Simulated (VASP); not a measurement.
# MgTe (P6_3mc) in VASP: a series of runs

Runs on MgTe. Level: r2SCAN. Tasks: dielectric tensor.

Everything below comes from runs of VASP 6.6.1. Logs are shortened: lines on timing, memory, paths and dates and some standing lists are left out, and cuts for length are marked.

## (1) The cell of the first run

The structure is hexagonal, space group P6_3mc (No. 186). The conventional cell has a = 4.761 Å, b = 4.761 Å, c = 7.209 Å, α = 90.00°, β = 90.00°, γ = 120.00°. Mg (site symmetry 3m) has 4 Te at 2.82 to 2.86 Å within 3.7 Å. Within 3.7 Å of Te (site symmetry 3m) lie 4 Mg at 2.82 to 2.86 Å.

## (2) Dielectric tensor, r2SCAN (epitaxial xy strain +4.0%)

The input, INCAR:

```
SYSTEM = MgTe
PREC = Accurate
ENCUT = 580
EDIFF = 1E-8
ISMEAR = 0
SIGMA = 0.01
LREAL = .FALSE.
LASPH = .TRUE.
NELM = 120
ALGO = Normal
ISIF = 2
LWAVE = .FALSE.
LCHARG = .FALSE.
METAGGA = R2SCAN
LMIXTAU = .TRUE.
LCALCEPS = .TRUE.
GGA_COMPAT = .FALSE.
```

The input, KPOINTS:

```
Automatic mesh
0
G
  6 6 4
  0 0 0
```

The input, POSCAR:

```
MgTe
1.0
    4.7607410717      0.0000000000      0.0000000000
   -2.3803705359      4.1229227089      0.0000000000
    0.0000000000      0.0000000000      7.2087140759
Mg Te
2 2
Direct
    0.3333333333      0.6666666667     -0.0077827897
    0.6666666667      0.3333333333      0.4922172103
    0.3333333333      0.6666666667      0.3827827897
    0.6666666667      0.3333333333      0.8827827897
```

Potentials or basis: VASP PAW PBE potentials, release 64 (Mg, Te).

Launch:

```bash
> cat potpaw_PBE.64/Mg/POTCAR potpaw_PBE.64/Te/POTCAR > POTCAR
> mpirun -np 1 vasp_std > vasp.out
```

OUTCAR:

```text
SYSTEM = MgTe
   PREC = Accurate
   ENCUT = 580
   EDIFF = 1E-8
   ISMEAR = 0
   LREAL = .FALSE.
   LASPH = .TRUE.
   NELM = 120
   ISIF = 2
   METAGGA = R2SCAN

 ion  position               nearest neighbor table
   1  0.333  0.667  0.992-   3 2.82   4 2.86   4 2.86   4 2.86
   2  0.667  0.333  0.492-   4 2.82   3 2.86   3 2.86   3 2.86
   3  0.333  0.667  0.383-   1 2.82   2 2.86   2 2.86   2 2.86
   4  0.667  0.333  0.883-   2 2.82   1 2.86   1 2.86   1 2.86

  LATTYP: Found a hexagonal cell.
 ALAT       =     4.7607410717
 C/A-ratio  =     1.5141999885

  Lattice vectors:

 A1 = (   4.7607410717,   0.0000000000,   0.0000000000)
 A2 = (  -2.3803705359,   4.1229227089,   0.0000000000)
 A3 = (   0.0000000000,   0.0000000000,   7.2087140759)

Analysis of symmetry for initial positions (statically):
=====================================================================
 Subroutine PRICEL returns:
 Original cell was already a primitive cell.

 Routine SETGRP: Setting up the symmetry group for a
 hexagonal supercell.

 Subroutine GETGRP returns: Found 12 space group operations
 (whereof  6 operations were pure point group operations)
 out of a pool of 24 trial point group operations.

The static configuration has the point symmetry C_3v.
 The point group associated with its full space group is C_6v.

Analysis of symmetry for dynamics (positions and initial velocities):
=====================================================================
 Subroutine PRICEL returns:
 Original cell was already a primitive cell.

 Routine SETGRP: Setting up the symmetry group for a
 hexagonal supercell.

 Subroutine GETGRP returns: Found 12 space group operations
 (whereof  6 operations were pure point group operations)
 out of a pool of 24 trial point group operations.

The dynamic configuration has the point symmetry C_3v.
 The point group associated with its full space group is C_6v.

 Subroutine INISYM returns: Found 12 space group operations
 (whereof  6 operations are pure point group operations),
 and found     1 'primitive' translations

----------------------------------------------------------------------------------------

                                     Primitive cell

  volume of cell :     141.4938
[... 152 lines left out ...]
      5       0.6375      2.00000
      6       1.2262      2.00000
      7       1.2262      2.00000
      8       1.5828      2.00000
      9   10000.0000      0.00000
     10   10000.0000      0.00000
     11   10000.0000      0.00000
     12   10000.0000      0.00000
[... 331 lines left out ...]
 k-point    24 :      -0.5000    0.5000    0.0000
  band No.  band energies     occupation
      1      -8.5118      2.00000
      2      -8.2752      2.00000
      3      -1.5577      2.00000
      4      -1.0411      2.00000
      5      -0.4966      2.00000
      6      -0.0186      2.00000
      7       0.4691      2.00000
      8       0.9011      2.00000
      9   10000.0000      0.00000
     10   10000.0000      0.00000
     11   10000.0000      0.00000
     12   10000.0000      0.00000

 [... further k-points ...]

------------------------ aborting loop because EDIFF is reached ----------------------------------------

            Ionic dipole moment: p[ion]=(     0.00000     0.00000    18.47062 ) |e| Angst

 Total electronic dipole moment: p[elc]=(    -0.00000     0.00000    -0.62219 ) |e| Angst

 MACROSCOPIC STATIC DIELECTRIC TENSOR (including local field effects)
 ------------------------------------------------------
           4.911744    -0.000000     0.000000
          -0.000000     4.911744     0.000000
           0.000000    -0.000000     4.987855
 ------------------------------------------------------

 PIEZOELECTRIC TENSOR (including local field effects) (e Angst)
          XX          YY          ZZ          XY          YZ          ZX
  --------------------------------------------------------------------------------
  x     0.00000     0.00000     0.00000     0.00000    -0.00000     1.62135
  y    -0.00000    -0.00000    -0.00000    -0.00000     1.62134    -0.00000
  z     1.90007     1.90007    -3.12500    -0.00000     0.00000     0.00000

 PIEZOELECTRIC TENSOR (including local field effects) (C/m^2)
          XX          YY          ZZ          XY          YZ          ZX
  --------------------------------------------------------------------------------
  x     0.00000     0.00000     0.00000     0.00000    -0.00000     0.18359
  y    -0.00000    -0.00000    -0.00000    -0.00000     0.18359    -0.00000
  z     0.21515     0.21515    -0.35385    -0.00000     0.00000     0.00000

 BORN EFFECTIVE CHARGES (including local field effects) (in |e|, cummulative output)
 ---------------------------------------------------------------------------------
 ion    1
    1     1.97572    -0.00000     0.00000
    2    -0.00000     1.97572    -0.00000
    3     0.00000     0.00000     1.98756
 ion    2
    1     1.97572    -0.00000     0.00000
    2    -0.00000     1.97572     0.00000
    3     0.00000     0.00000     1.98756
 ion    3
    1    -1.97572     0.00000     0.00000
    2     0.00000    -1.97572    -0.00000
    3    -0.00000     0.00000    -1.98756
 ion    4
    1    -1.97572     0.00000    -0.00000
    2     0.00000    -1.97572     0.00000
    3     0.00000     0.00000    -1.98756

  FORCE on cell =-STRESS in cart. coord.  units (eV):
  Direction    XX          YY          ZZ          XY          YZ          ZX
  --------------------------------------------------------------------------------------
  -------------------------------------------------------------------------------------
  Total       -2.2103464     -2.2103464     -0.0658591      0.0000000      0.0000000      0.0000000
  in kB      -25.0284167    -25.0284167     -0.7457426      0.0000000      0.0000000      0.0000000
  external PRESSURE =     -16.9341920 kB  Pullay stress =       0.0000000 kB

 VOLUME and BASIS-vectors are now :
 -----------------------------------------------------------------------------
  energy-cutoff  :      580.00
  volume of cell :      141.49
      direct lattice vectors                 reciprocal lattice vectors
     4.760741072  0.000000000  0.000000000     0.210051331  0.121273193  0.000000000
    -2.380370536  4.122922709  0.000000000     0.000000000  0.242546385  0.000000000
     0.000000000  0.000000000  7.208714076     0.000000000  0.000000000  0.138720996

 POSITION                                       TOTAL-FORCE (eV/Angst)
 -----------------------------------------------------------------------------------
     -0.00000      2.74862      7.15261         0.000000      0.000000      0.005745
      2.38037      1.37431      3.54825        -0.000000     -0.000000      0.005745
     -0.00000      2.74862      2.75937         0.000000      0.000000     -0.005745
      2.38037      1.37431      6.36373        -0.000000     -0.000000     -0.005745
 -----------------------------------------------------------------------------------
    total drift:                                0.000000      0.000000     -0.003827

  FREE ENERGIE OF THE ION-ELECTRON SYSTEM (eV)
  ---------------------------------------------------
  free  energy   TOTEN  =       -63.2657938017 eV

  energy  without entropy=      -63.2657938017  energy(sigma->0) =      -63.26579380
```

stdout:

```text
POSCAR found type information on POSCAR MgTe
 POSCAR found :  2 types and       4 ions
 scaLAPACK will be used
 -----------------------------------------------------------------------------
|                                                                             |
[... 111 lines left out ...]
|     One or more components of EFIELD_PEAD are too large for comfort. In     |
|     all probability, you are too near to the onset of Zener tunneling.      |
|                                                                             |
|                                                                             |
|     Possible SOLUTIONS:                                                     |
|      ) Choose a smaller electric field.                                     |
|      ) Use a less dense grid of k-point
```

Run time: 40 min. Hardware: 1 thread of Intel Xeon 6975P-C (Granite Rapids), shared host; peak memory 0.84 GiB.

Results:

```yaml
Band_gap_on_the_k_mesh: 2.66 eV
Electronic_dielectric_tensor_diagonal: 4.91, 4.91, 4.99
Born_charges_mean_of_the_diagonal: Mg +1.98; Te -1.98 e
```

Electronic dielectric tensor:
```
4.91 0.00 0.00
0.00 4.91 0.00
0.00 0.00 4.99
```

Born effective charge tensors (e):
atom 1, Mg
```
1.98 0.00 0.00
0.00 1.98 0.00
0.00 0.00 1.99
```
atom 2, Mg
```
1.98 0.00 0.00
0.00 1.98 0.00
0.00 0.00 1.99
```
atom 3, Te
```
-1.98  0.00  0.00
 0.00 -1.98  0.00
 0.00  0.00 -1.99
```
atom 4, Te
```
-1.98  0.00  0.00
 0.00 -1.98  0.00
 0.00  0.00 -1.99
```

Dipole moments of the cell (e·Å, modulo the quantum): ionic 0.000, 0.000, 18.471; electronic 0.000, 0.000, -0.622

Caveat: the cell differs from its parent crystal (epitaxial xy strain +4.0%); the structure was generated, so it needn't be the stable form of MgTe; the PAW data sets were made with another functional, which shifts forces and pressure a little; spin-orbit coupling is left out, which moves the levels of the heavy elements.

## (3) Dielectric tensor, r2SCAN (epitaxial xy strain +3.0%)

The input, INCAR:

```
SYSTEM = MgTe
PREC = Accurate ; ENCUT = 580
EDIFF = 1E-8 ; ISMEAR = 0
SIGMA = 0.01 ; LREAL = .FALSE.
LASPH = .TRUE. ; NELM = 120
ALGO = Normal ; ISIF = 2
LWAVE = .FALSE. ; LCHARG = .FALSE.
METAGGA = R2SCAN ; LMIXTAU = .TRUE.
LCALCEPS = .TRUE. ; GGA_COMPAT = .FALSE.
```

KPOINTS is that of step 2.

The input, POSCAR:

```
MgTe
1.0
    4.7149647152      0.0000000000      0.0000000000
   -2.3574823576      4.0832792213      0.0000000000
    0.0000000000      0.0000000000      7.2755047511
Mg Te
2 2
Direct
    0.3333333333      0.6666666667     -0.0058966169
    0.6666666667      0.3333333333      0.4941033831
    0.3333333333      0.6666666667      0.3808966169
    0.6666666667      0.3333333333      0.8808966169
```

Potentials or basis: VASP PAW PBE potentials, release 64 (Mg, Te).

Launch:

```bash
> cat potpaw_PBE.64/Mg/POTCAR potpaw_PBE.64/Te/POTCAR > POTCAR
> mpirun -np 1 vasp_std > vasp.out
```

OUTCAR:

```text
SYSTEM = MgTe
   PREC = Accurate
   ENCUT = 580
   EDIFF = 1E-8
   ISMEAR = 0
   LREAL = .FALSE.
   LASPH = .TRUE.
   NELM = 120
   ISIF = 2
   METAGGA = R2SCAN

 ion  position               nearest neighbor table
   1  0.333  0.667  0.994-   3 2.81   4 2.84   4 2.84   4 2.84
   2  0.667  0.333  0.494-   4 2.81   3 2.84   3 2.84   3 2.84
   3  0.333  0.667  0.381-   1 2.81   2 2.84   2 2.84   2 2.84
   4  0.667  0.333  0.881-   2 2.81   1 2.84   1 2.84   1 2.84

  LATTYP: Found a hexagonal cell.
 ALAT       =     4.7149647152
 C/A-ratio  =     1.5430666379

  Lattice vectors:

 A1 = (   4.7149647152,   0.0000000000,   0.0000000000)
 A2 = (  -2.3574823576,   4.0832792213,   0.0000000000)
 A3 = (   0.0000000000,   0.0000000000,   7.2755047511)

Analysis of symmetry for initial positions (statically):
=====================================================================
 Subroutine PRICEL returns:
 Original cell was already a primitive cell.

 Routine SETGRP: Setting up the symmetry group for a
 hexagonal supercell.

[... 566 lines left out ...]
  z     0.21569     0.21569    -0.37309    -0.00000     0.00000     0.00000

 BORN EFFECTIVE CHARGES (including local field effects) (in |e|, cummulative output)
 ---------------------------------------------------------------------------------
 ion    1
    1     1.95383     0.00000     0.00000
    2     0.00000     1.95383    -0.00000
    3     0.00000    -0.00000     1.97665
 ion    2
    1     1.95383     0.00000     0.00000
    2     0.00000     1.95383     0.00000
    3     0.00000     0.00000     1.97665
 ion    3
    1    -1.95383     0.00000     0.00000
    2     0.00000    -1.95383     0.00000
    3     0.00000     0.00000    -1.97665
 ion    4
    1    -1.95383     0.00000     0.00000
    2     0.00000    -1.95383    -0.00000
    3     0.00000     0.00000    -1.97665

  FORCE on cell =-STRESS in cart. coord.  units (eV):
  Direction    XX          YY          ZZ          XY          YZ          ZX
  --------------------------------------------------------------------------------------
  -------------------------------------------------------------------------------------
  Total       -1.7203346     -1.7203346     -0.0945129      0.0000000      0.0000000      0.0000000
  in kB      -19.6776324    -19.6776324     -1.0810634      0.0000000      0.0000000      0.0000000
  external PRESSURE =     -13.4787761 kB  Pullay stress =       0.0000000 kB

 VOLUME and BASIS-vectors are now :
 -----------------------------------------------------------------------------
  energy-cutoff  :      580.00
  volume of cell :      140.07
      direct lattice vectors                 reciprocal lattice vectors
     4.714964715  0.000000000  0.000000000     0.212090665  0.122450602  0.000000000
    -2.357482358  4.083279221  0.000000000     0.000000000  0.244901205  0.000000000
     0.000000000  0.000000000  7.275504751     0.000000000  0.000000000  0.137447508

 POSITION                                       TOTAL-FORCE (eV/Angst)
 -----------------------------------------------------------------------------------
     -0.00000      2.72219      7.23260        -0.000000      0.000000      0.003863
      2.35748      1.36109      3.59485        -0.000000     -0.000000      0.003863
     -0.00000      2.72219      2.77122         0.000000     -0.000000     -0.003863
      2.35748      1.36109      6.40897        -0.000000     -0.000000     -0.003863
 -----------------------------------------------------------------------------------
    total drift:                               -0.000000      0.000000     -0.005920

  FREE ENERGIE OF THE ION-ELECTRON SYSTEM (eV)
  ---------------------------------------------------
  free  energy   TOTEN  =       -63.3047153894 eV

  energy  without entropy=      -63.3047153894  energy(sigma->0) =      -63.30471539
```

OSZICAR:

```text
N       E                     dE             d eps       ncg     rms          rms(c)
DAV:   1     0.134216334606E+02    0.13422E+02   -0.58708E+03   504   0.114E+03
DAV:   2    -0.602411592981E+02   -0.73663E+02   -0.67928E+02   748   0.143E+02
[... 13 lines left out ...]
DMP:  10    -0.633047151743E+02   -0.21840E-06   -0.18168E-06   468   0.393E-06   0.118E-06
DMP:  11    -0.633047152691E+02   -0.94861E-07   -0.10334E-06   468   0.230E-06   0.545E-07
DMP:  12    -0.633047153269E+02   -0.57783E-07   -0.59955E-07   468   0.122E-06   0.545E-07
DMP:  13    -0.633047153626E+02   -0.35737E-07   -0.29893E-07   468   0.581E-07   0.321E-07
DMP:  14    -0.633047153810E+02   -0.18391E-07   -0.13891E-07   468   0.286E-07   0.117E-07
DMP:  15    -0.633047153894E+02   -0.83808E-08   -0.66528E-08   468   0.148E-07   0.347E-08
   1 F= -.63304715E+02 E0= -.63304715E+02  d E =-.177816E-24
```

Run time: 51 min. Hardware: 1 thread of Intel Xeon 6975P-C (Granite Rapids), shared host; peak memory 0.85 GiB.

Results:

```yaml
Band_gap_on_the_k_mesh: 2.78 eV
Electronic_dielectric_tensor_diagonal: 4.90, 4.90, 4.98
Born_charges_mean_of_the_diagonal: Mg +1.96; Te -1.96 e
```

Electronic dielectric tensor:
```
4.90 0.00 0.00
0.00 4.90 0.00
0.00 0.00 4.98
```

Born effective charge tensors (e):
atom 1, Mg
```
1.95 0.00 0.00
0.00 1.95 0.00
0.00 0.00 1.98
```
atom 2, Mg
```
1.95 0.00 0.00
0.00 1.95 0.00
0.00 0.00 1.98
```
atom 3, Te
```
-1.95  0.00  0.00
 0.00 -1.95  0.00
 0.00  0.00 -1.98
```
atom 4, Te
```
-1.95  0.00  0.00
 0.00 -1.95  0.00
 0.00  0.00 -1.98
```

Dipole moments of the cell (e·Å, modulo the quantum): ionic 0.000, 0.000, 18.532; electronic 0.000, 0.000, -0.480

Caveat: the cell differs from its parent crystal (epitaxial xy strain +3.0%); the structure was generated, so it needn't be the stable form of MgTe; the PAW data sets were made with another functional, which shifts forces and pressure a little; spin-orbit coupling is left out, which moves the levels of the heavy elements.

[end of part 1 of 2]
